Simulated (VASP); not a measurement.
The system is MnHg.

```
Mn Hg
1.0
     3.31500    0.00000    0.00000
     0.00000    3.31500    0.00000
     0.00000    0.00000    3.31500
Mn Hg
1 1
Cartesian
  1.6575 1.6575 1.6575
  0.0000 0.0000 0.0000
```

Base run:

| Item | Value |
| --- | --- |
| Program | VASP 6.6.1 |
| Functional | PBE |
| Potentials or basis | VASP PAW PBE potentials, release 64 (Mn_pv, Hg) |
| Cutoff | 520 eV |
| k mesh | 10 × 10 × 10 |
| Occupations | fermi-dirac, width 0.1 eV |
| Spin | collinear spin, ferromagnetic start |
| Starting moments | [4.47, 0.0] μB |
| Fixed moment | 4.47 μB |

Its results: pressure 5.2 GPa; site moments Mn +4.10; Hg +0.06 μB.

Problem. The run is repeated on the same cell with these changes: fixed moment from 4.47 μB to 5.05 μB; moments at the start from [4.47, 0.0] to [5.05, 0.0]. What comes out?

Solution. Pressure 11.1 GPa; site moments Mn +4.35; Hg +0.21 μB.

Caveats: the cell stands under pressure; the total moment is fixed, so each spin has its own Fermi level.
